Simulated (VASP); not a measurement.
Wanted: the native input for a VASP 6.6.1 run.

| Item | Value |
| --- | --- |
| Task | single point |
| Functional | r2SCAN |
| Potentials or basis | VASP PAW PBE potentials, release 64 (Sr_sv, O) |
| Cutoff | 520 eV |
| k mesh | 8 × 8 × 8 |
| Occupations | gaussian, width 0.01 eV |
| Spin | no spin polarisation |
| Dipole correction | no |
| Further INCAR settings | ALGO = Normal; EDIFF = 1e-06; NBANDS = 15 |

SrO:

```
Sr O
1.0
     0.00000    2.57989    2.57989
     2.60260    0.00000    2.57989
     2.60260    2.57989    0.00000
Sr O
1 1
Direct
  0.00000 0.00000 0.00000
  0.50000 0.50000 0.50000
```

This cell differs from its parent crystal: uniaxial x strain +0.9%.

One way to write it, as run:

POSCAR

```
SrO
1.0
    0.0000000000      2.5798923266      2.5798923266
    2.6025953790      0.0000000000      2.5798923266
    2.6025953790      2.5798923266      0.0000000000
Sr O
1 1
Direct
    0.0000000000      0.0000000000      0.0000000000
    0.5000000000      0.5000000000      0.5000000000
```

INCAR.step1

```
SYSTEM = SrO
PREC     = Accurate       ! precision mode
ENCUT    = 520            ! plane-wave cutoff, eV
ISMEAR   = 0              ! smearing method
SIGMA    = 0.01           ! smearing width, eV
LREAL    = .False.        ! projectors in reciprocal space
LASPH    = .True.         ! aspherical terms in the spheres
NELM     = 80             ! most SCF steps
NBANDS   = 15             ! bands
GGA      = PE             ! functional
ALGO     = Normal         ! electronic algorithm
EDIFF    = 1E-4           ! SCF threshold, eV
LWAVE    = .True.         ! write WAVECAR
LCHARG   = .False.        ! write CHGCAR
```

INCAR.step2

```
SYSTEM = SrO
PREC     = Accurate       ! precision mode
ENCUT    = 520            ! plane-wave cutoff, eV
EDIFF    = 1E-6           ! SCF threshold, eV
ISMEAR   = 0              ! smearing method
SIGMA    = 0.01           ! smearing width, eV
LREAL    = .False.        ! projectors in reciprocal space
LASPH    = .True.         ! aspherical terms in the spheres
NELM     = 80             ! most SCF steps
ALGO     = Normal         ! electronic algorithm
ISIF     = 2              ! what is computed and relaxed
LWAVE    = .False.        ! write WAVECAR
LCHARG   = .True.         ! write CHGCAR
METAGGA  = R2SCAN         ! meta-GGA
LMIXTAU  = .True.       
LELF     = .True.         ! ELF
LVHAR    = .True.       
NBANDS   = 15             ! bands
ISTART   = 1
```

KPOINTS

```
regular mesh
0
Gamma
  8 8 8
  0 0 0
```

Potentials or basis: VASP PAW PBE potentials, release 64 (Sr_sv, O).

Launch:

```console
$ cat potpaw_PBE.64/Sr_sv/POTCAR potpaw_PBE.64/O/POTCAR > POTCAR
$ cp INCAR.step1 INCAR
$ mpirun -np 1 vasp_std > vasp.out
$ cp INCAR.step2 INCAR
$ mpirun -np 1 vasp_std > vasp.out
```

Results of the run:

* Pressure: -0.3 GPa
* Band gap on the k mesh: 3.73 eV (least direct gap 3.83 eV)

Caveat: the cell differs from its parent crystal (uniaxial x strain +0.9%); the PAW data sets were made with another functional, which shifts forces and pressure a little.

Wall time 110 s on 1 thread of Intel(R) Xeon(R) Platinum 8488C (Sapphire Rapids), with other jobs on the host, peak memory 0.18 GiB.
